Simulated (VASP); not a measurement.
# Ca2Ti (P4/nmm) in VASP: further runs

Ca2Ti is run at these levels: PBE; tasks: single point.

All numbers are computed with VASP 6.6.1; they aren't measurements. Logs are shortened: lines on timing, memory, paths and dates and some standing lists are left out, and cuts for length are marked.

### 1 The cell of the first run

The structure is tetragonal, space group P4/nmm (No. 129). Conventional cell: a = 4.059 Å, b = 4.059 Å, c = 8.518 Å, α = 90.00°, β = 90.00°, γ = 90.00°. Ca (site symmetry -4m2) has 8 Ca at 2.87 to 3.68 Å and 4 Ti at 3.13 Å within 3.8 Å. Within 3.9 Å of Ca (site symmetry 4mm) lie 5 Ti at 2.95 to 3.07 Å and 8 Ca at 3.68 to 3.73 Å. Ti (site symmetry 4mm) has 9 Ca at 2.95 to 3.13 Å within 3.9 Å.

### 2 Single point, PBE

Contents of INCAR:

```
SYSTEM = Ca2Ti
PREC = Accurate ; ENCUT = 520
EDIFF = 1E-6 ; ISMEAR = 0
SIGMA = 0.1 ; LREAL = .False.
LASPH = .True. ; NELM = 60
ALGO = Normal ; ISIF = 2
LWAVE = .False. ; LCHARG = .False.
GGA = PE ; NBANDS = 41
```

Contents of KPOINTS:

```
regular mesh
0
Gamma
  4 4 2
  0 0 0
```

Contents of POSCAR:

```
Ca2Ti
1.0
    4.0587777896      0.0000000000      0.0000000000
    0.0000000000      4.0587777896      0.0000000000
    0.0000000000      0.0000000000      8.5178706672
Ca Ti
4 2
Direct
    0.0000000000      0.0000000000      0.0000000000
    0.5000000000      0.5000000000      0.0000000000
    0.5000000000      0.0000000000      0.6400000000
    0.0000000000      0.5000000000      0.3600000000
    0.5000000000      0.0000000000      0.2800000000
    0.0000000000      0.5000000000      0.7200000000
```

Potentials or basis: VASP PAW PBE potentials, release 64 (Ca_sv, Ti_sv).

The run is started by

```bash
> cat potpaw_PBE.64/Ca_sv/POTCAR potpaw_PBE.64/Ti_sv/POTCAR > POTCAR
> mpirun -np 1 vasp_std > vasp.out
```

OUTCAR:

```text
SYSTEM = Ca2Ti
   PREC = Accurate
   ENCUT = 520
   EDIFF = 1E-6
   ISMEAR = 0
   LREAL = .False.
   LASPH = .True.
   NELM = 60
   ISIF = 2
   GGA = PE

 ion  position               nearest neighbor table
   1  0.000  0.000  0.000-   2 2.87   2 2.87   2 2.87   2 2.87
   2  0.500  0.500  0.000-   1 2.87   1 2.87   1 2.87   1 2.87
   3  0.500  0.000  0.640-   6 2.95   6 2.95   6 2.95   6 2.95
   4  0.000  0.500  0.360-   5 2.95   5 2.95   5 2.95   5 2.95
   5  0.500  0.000  0.280-   4 2.95   4 2.95   4 2.95   4 2.95
   6  0.000  0.500  0.720-   3 2.95   3 2.95   3 2.95   3 2.95

  LATTYP: Found a simple tetragonal cell.
 ALAT       =     4.0587777896
 C/A-ratio  =     2.0986294665

  Lattice vectors:

 A1 = (   4.0587777896,   0.0000000000,   0.0000000000)
 A2 = (   0.0000000000,   4.0587777896,   0.0000000000)
 A3 = (   0.0000000000,   0.0000000000,   8.5178706672)

Analysis of symmetry for initial positions (statically):
=====================================================================
 Subroutine PRICEL returns:
 Original cell was already a primitive cell.

 Routine SETGRP: Setting up the symmetry group for a
 simple tetragonal supercell.

 Subroutine GETGRP returns: Found 16 space group operations
 (whereof  8 operations were pure point group operations)
 out of a pool of 16 trial point group operations.

The static configuration has the point symmetry D_2d.
 The point group associated with its full space group is D_4h.

Analysis of symmetry for dynamics (positions and initial velocities):
=====================================================================
 Subroutine PRICEL returns:
 Original cell was already a primitive cell.

 Routine SETGRP: Setting up the symmetry group for a
 simple tetragonal supercell.

 Subroutine GETGRP returns: Found 16 space group operations
 (whereof  8 operations were pure point group operations)
 out of a pool of 16 trial point group operations.

The dynamic configuration has the point symmetry D_2d.
 The point group associated with its full space group is D_4h.

 Subroutine INISYM returns: Found 16 space group operations
 (whereof  8 operations are pure point group operations),
 and found     1 'primitive' translations

----------------------------------------------------------------------------------------

                                     Primitive cell

  volume of cell :     140.3207

  direct lattice vectors                    reciprocal lattice vectors
     4.058777790  0.000000000  0.000000000     0.246379588  0.000000000  0.000000000
     0.000000000  4.058777790  0.000000000     0.000000000  0.246379588  0.000000000
     0.000000000  0.000000000  8.517870667     0.000000000  0.000000000  0.117400233

  length of vectors
     4.058777790  4.058777790  8.517870667     0.246379588  0.246379588  0.117400233

  position of ions in fractional coordinates (direct lattice)
     0.000000000  0.000000000  0.000000000
     0.500000000  0.500000000  0.000000000
     0.500000000  0.000000000  0.640000000
     0.000000000  0.500000000  0.360000000
     0.500000000  0.000000000  0.280000000
     0.000000000  0.500000000  0.720000000

  ion indices of the primitive-cell ions
   primitive index   ion index
                 1           1
                 2           2
                 3           3
                 4           4
                 5           5
                 6           6

----------------------------------------------------------------------------------------

 KPOINTS: regular mesh

Automatic generation of k-mesh.
 Grid dimensions read from file:
 generate k-points for:    4    4    2

 Generating k-lattice:

  Cartesian coordinates                     Fractional coordinates (reciprocal lattice)
     0.061594897  0.000000000  0.000000000     0.250000000  0.000000000  0.000000000
     0.000000000  0.061594897  0.000000000     0.000000000  0.250000000  0.000000000
     0.000000000  0.000000000  0.058700116     0.000000000  0.000000000  0.500000000

  Length of vectors
     0.061594897  0.061594897  0.058700116

  Shift w.r.t. Gamma in fractional coordinates (k-lattice)
     0.000000000  0.000000000  0.000000000

 Subroutine IBZKPT returns following result:
 ===========================================

 Found     12 irreducible k-points:

 Following reciprocal coordinates:
            Coordinates               Weight
  0.000000  0.000000  0.000000      1.000000
  0.250000  0.000000  0.000000      4.000000
  0.500000  0.000000  0.000000      2.000000
  0.250000  0.250000  0.000000      4.000000
  0.500000  0.250000  0.000000      4.000000
  0.500000  0.500000  0.000000      1.000000
  0.000000  0.000000  0.500000      1.000000
  0.250000  0.000000  0.500000      4.000000
  0.500000  0.000000  0.500000      2.000000
  0.250000  0.250000  0.500000      4.000000
  0.500000  0.250000  0.500000      4.000000
  0.500000  0.500000  0.500000      1.000000
   k-points           NKPTS =     12   k-points in BZ     NKDIM =     12   number of bands    NBANDS=     41
   number of dos      NEDOS =    301   number of ions     NIONS =      6
   total plane-waves  NPLWV =  57600
   dimension x,y,z NGX =    30 NGY =   30 NGZ =   64
   dimension x,y,z NGXF=    60 NGYF=   60 NGZF=  128
   ions per type =               4   2
   NGX,Y,Z   is equivalent  to a cutoff of  12.29, 12.29, 12.49 a.u.
   NGXF,Y,Z  is equivalent  to a cutoff of  24.58, 24.58, 24.98 a.u.
 SYSTEM =  Ca2Ti
   PREC   = accura    normal or accurate (medium, high low for compatibility)
   ISTART =      0    job   : 0-new  1-cont  2-samecut
   ICHARG =      2    charge: 1-file 2-atom 10-const
   ISPIN  =      1    spin polarized calculation?
   LNONCOLLINEAR =      F non collinear calculations
   LSORBIT =      F    spin-orbit coupling
   LASPH  =      T    aspherical Exc in radial PAW
   ENCUT  =  520.0 eV  38.22 Ry    6.18 a.u.   7.55  7.55 15.84*2*pi/ulx,y,z
   NELM   =     60;   NELMIN=  2; NELMDL= -5     # of ELM steps
   EDIFF  = 0.1E-05   stopping-criterion for ELM
   LREAL  =      F    real-space projection
   EDIFFG = 0.1E-04   stopping-criterion for IOM
   NSW    =      0    number of steps for IOM
   IBRION =     -1    ionic relax: 0-MD 1-quasi-New 2-CG
   NFREE  =      0    steps in history (QN), initial steepest desc. (CG)
   ISIF   =      2    stress and relaxation
   ISYM   =      2    0-nonsym 1-usesym 2-fastsym
   POTIM  = 0.5000    time-step for ionic-motion
   TEBEG  =    0.0;   TEEND  =   0.0 temperature during run
   PSTRESS=    0.0 pullay stress
   NELECT =      64.0000    total number of electrons
   NUPDOWN=      -1.0000    fix difference up-down
   EMIN   =  10.00;   EMAX   =-10.00  energy-range for DOS
   EFERMI =   0.00;   METHOD = LEGACY
   ISMEAR =     0;   SIGMA  =   0.10  broadening in eV -4-tet -1-fermi 0-gaus
   EFERMI_NEDOS =   21; number of points for ismear=-14 and -15
   IALGO  =     38    algorithm
   IMIX   =      4    mixing-type and parameters
     AMIX     =   0.40;   BMIX     =  1.00
     AMIX_MAG =   1.60;   BMIX_MAG =  1.00
  volume/ion in A,a.u.               =      23.39       157.82
  Fermi-wavevector in a.u.,A,eV,Ry     =   1.260166  2.381368 21.606288  1.588017
  Thomas-Fermi vector in A             =   2.393689
   LORBIT       =      0    0 simple, 1 ext, 2 COOP (PROOUT), +10 PAW based schemes
   GGA     = PE    functional components
   LHFCALC =     F    Hartree Fock is set to
   AEXX    =    0.0000 exact exchange contribution
   IVDW    =     0    specifies the selected vdW correction
   LEPSILON=     F    determine dielectric tensor
   LRPA    =     F    only Hartree local field effects (RPA)
 non-spin polarized calculation
 Gauss-broadening in eV      SIGMA  =   0.10
  energy-cutoff  :      520.00
  volume of cell :      140.32
 maximum number of plane-waves:      3800
   NGX = 15   NGY = 15   NGZ = 31

 number of electron      64.0000003 magnetization

 Free energy of the ion-electron system (eV)
  ---------------------------------------------------
  ext. energy  EPLUGINS =         0.00000000
  ---------------------------------------------------
  free energy    TOTEN  =       -17.02602577 eV

  energy without entropy =      -16.97036866  energy(sigma->0) =      -16.99819721

 E-fermi :   4.8115     XC(G=0):  -9.8801

 val. band max:        4.7960292652   @ k =   0.2500   0.2500   0.0000
 cond. band min:       4.8146924850   @ k =   0.0000   0.0000   0.5000
 fundamental gap:      0.0186632198
 Fermi energy:         4.8114739816

 k-point     1 :       0.0000    0.0000    0.0000
  band No.  band energies     occupation
      1     -52.1045      2.00000
      2     -52.1044      2.00000
      3     -35.6486      2.00000
      4     -35.4881      2.00000
      5     -35.4691      2.00000
      6     -35.2902      2.00000
[... 33 lines left out ...]
     40       6.4786      0.00000
     41       7.1632      0.00000

 k-point     2 :       0.2500    0.0000    0.0000
  band No.  band energies     occupation
      1     -52.1043      2.00000
      2     -52.1041      2.00000
      3     -35.5962      2.00000
      4     -35.4845      2.00000
      5     -35.4714      2.00000
      6     -35.3423      2.00000
[... 33 lines left out ...]
     40       6.5962      0.00000
     41       6.9548      0.00000

 k-point     3 :       0.5000    0.0000    0.0000
  band No.  band energies     occupation
      1     -52.1039      2.00000
      2     -52.1039      2.00000
      3     -35.4809      2.00000
      4     -35.4809      2.00000
      5     -35.4654      2.00000
      6     -35.4654      2.00000
[... 347 lines left out ...]
      2     -52.1037      2.00000
      3     -35.4771      2.00000
      4     -35.4771      2.00000
      5     -35.4641      2.00000
      6     -35.4641      2.00000
[... 33 lines left out ...]
     40       6.2467      0.00000
     41       6.7570      0.00000

 k-point    12 :       0.5000    0.5000    0.5000
  band No.  band energies     occupation
      1     -52.1034      2.00000
      2     -52.1034      2.00000
      3     -35.4726      2.00000
      4     -35.4726      2.00000
      5     -35.4636      2.00000
      6     -35.4636      2.00000
[... 33 lines left out ...]
     40       6.2786      0.00000
     41       6.3009      0.00000

------------------------ aborting loop because EDIFF is reached ----------------------------------------

  FORCE on cell =-STRESS in cart. coord.  units (eV):
  Direction    XX          YY          ZZ          XY          YZ          ZX
  --------------------------------------------------------------------------------------
  -------------------------------------------------------------------------------------
  Total       12.0870261     12.0870261      9.6594590      0.0000000      0.0000000      0.0000000
  in kB      138.0093307    138.0093307    110.2914371      0.0000000      0.0000000      0.0000000
  external PRESSURE =     128.7700329 kB  Pullay stress =       0.0000000 kB

 VOLUME and BASIS-vectors are now :
 -----------------------------------------------------------------------------
  energy-cutoff  :      520.00
  volume of cell :      140.32
      direct lattice vectors                 reciprocal lattice vectors
     4.058777790  0.000000000  0.000000000     0.246379588  0.000000000  0.000000000
     0.000000000  4.058777790  0.000000000     0.000000000  0.246379588  0.000000000
     0.000000000  0.000000000  8.517870667     0.000000000  0.000000000  0.117400233

 POSITION                                       TOTAL-FORCE (eV/Angst)
 -----------------------------------------------------------------------------------
      0.00000      0.00000      0.00000        -0.000000      0.000000      0.000000
      2.02939      2.02939      0.00000         0.000000     -0.000000      0.000000
      2.02939      0.00000      5.45144        -0.000000     -0.000000     -0.357857
      0.00000      2.02939      3.06643         0.000000      0.000000      0.357857
      2.02939      0.00000      2.38500        -0.000000     -0.000000      0.177479
      0.00000      2.02939      6.13287         0.000000     -0.000000     -0.177479
 -----------------------------------------------------------------------------------
    total drift:                                0.000000      0.000000     -0.000000

  FREE ENERGIE OF THE ION-ELECTRON SYSTEM (eV)
  ---------------------------------------------------
  free  energy   TOTEN  =       -17.0260257662 eV

  energy  without entropy=      -16.9703686561  energy(sigma->0) =      -16.99819721
```

It took 68 s on 1 thread of AMD EPYC 7R43 (Zen 3), shared host; peak memory 0.21 GiB.

Results:

```
Free energy            : -17.0260 eV
Pressure               : 12.9 GPa
Largest force          : 0.358 eV/Å
Band gap on the k mesh : zero (band 32 reaches 4.86 eV, above the bottom of band 33 at 4.66 eV)
```

Forces on the atoms (eV/Å):
```
Ca   0.000  0.000  0.000
Ca   0.000  0.000  0.000
Ca   0.000  0.000 -0.358
Ca   0.000  0.000  0.358
Ti   0.000  0.000  0.177
Ti   0.000  0.000 -0.177
```

Stress tensor (GPa, compression positive):
```
13.80  0.00  0.00
 0.00 13.80  0.00
 0.00  0.00 11.03
```

Levels at points of the mesh, in eV from the Fermi level:
```csv
k point,band 28,band 29,band 30,band 31,band 32,band 33,band 34,band 35,band 36,band 37
"(0.00, 0.00, 0.00)",-1.44,-1.23,-0.80,-0.27,0.03,0.25,0.25,0.32,0.40,0.40
"(0.50, 0.00, 0.00)",-1.15,-0.87,-0.87,-0.13,-0.13,0.39,0.39,0.44,0.44,1.08
"(0.50, 0.50, 0.00)",-1.00,-0.89,-0.89,-0.05,-0.05,0.45,0.45,0.75,0.75,1.34
"(0.00, 0.00, 0.50)",-1.27,-1.17,-1.03,-0.07,-0.07,0.00,0.15,0.18,0.65,0.87
"(0.50, 0.00, 0.50)",-1.69,-0.66,-0.66,-0.15,-0.15,0.30,0.30,0.51,0.51,1.13
"(0.50, 0.50, 0.50)",-0.74,-0.67,-0.67,-0.27,-0.27,0.73,0.73,0.91,0.91,1.25
```

Caveat: the k points lie up to 0.39 Å⁻¹ apart.

### 3 Single point, PBE

This run uses another cell than the first one, of 32.08 Å³/atom, 1.372 times its volume.

Contents of INCAR:

```
SYSTEM = Ca2Ti
ALGO = Fast ; EDIFF = 1E-6
ENCUT = 520 ; GGA = PE
ISIF = 2 ; ISMEAR = 0
LASPH = .TRUE. ; LCHARG = .FALSE.
LREAL = .FALSE. ; LWAVE = .FALSE.
NBANDS = 41 ; NELM = 100
PREC = Accurate ; SIGMA = 0.1
```

Contents of KPOINTS:

```
k-points
0
G
  4 4 2
  0 0 0
```

Contents of POSCAR:

```
Ca2Ti
1.0
    4.5823402686      0.0000000000      0.0000000000
    0.0000000000      4.5823402686      0.0000000000
    0.0000000000      0.0000000000      9.1675811379
Ca Ti
4 2
Direct
    0.0000000000      0.0000000000      0.0000000000
    0.5000000000      0.5000000000      0.0000000000
    0.5000000000      0.0000000000      0.6367430842
    0.0000000000      0.5000000000      0.3632569158
    0.5000000000      0.0000000000      0.2699561594
    0.0000000000      0.5000000000      0.7300438406
```

Potentials or basis: VASP PAW PBE potentials, release 64 (Ca_sv, Ti_sv).

The run is started by

```bash
> cat potpaw_PBE.64/Ca_sv/POTCAR potpaw_PBE.64/Ti_sv/POTCAR > POTCAR
> mpirun -np 1 vasp_std > vasp.out
```

It took 9.4 min on 1 thread of AMD EPYC 7R43 (Zen 3), shared host; peak memory 0.31 GiB.

The run converged. Its results:

| Property | Result |
| --- | --- |
| Free energy | -18.7747 eV |
| Pressure | 0.0 GPa |
| Largest force | 0.004 eV/Å |
| Band gap on the k mesh | zero (band 32 reaches 3.13 eV, above the bottom of band 33 at 2.94 eV) |

Forces on the atoms (eV/Å):
```
Ca   0.000  0.000  0.000
Ca   0.000  0.000  0.000
Ca   0.000  0.000  0.004
Ca   0.000  0.000 -0.004
Ti   0.000  0.000  0.002
Ti   0.000  0.000 -0.002
```

Stress tensor (GPa, compression positive):
```
-0.01  0.00  0.00
 0.00 -0.01  0.00
 0.00  0.00 -0.11
```

Levels at points of the mesh, in eV from the Fermi level:
| k point | band 30 | band 31 | band 32 | band 33 | band 34 | band 35 |
| --- | --- | --- | --- | --- | --- | --- |
| (0.00, 0.00, 0.00) | -0.32 | -0.21 | 0.15 | 0.27 | 0.27 | 0.30 |
| (0.50, 0.00, 0.00) | -0.87 | -0.08 | -0.08 | 0.22 | 0.22 | 0.33 |
| (0.50, 0.50, 0.00) | -0.72 | -0.40 | -0.40 | 0.34 | 0.34 | 0.54 |
| (0.00, 0.00, 0.50) | -0.51 | -0.18 | 0.08 | 0.08 | 0.24 | 0.25 |
| (0.50, 0.00, 0.50) | -0.47 | -0.05 | -0.05 | 0.21 | 0.21 | 0.33 |
| (0.50, 0.50, 0.50) | -0.65 | -0.43 | -0.43 | 0.39 | 0.39 | 0.58 |
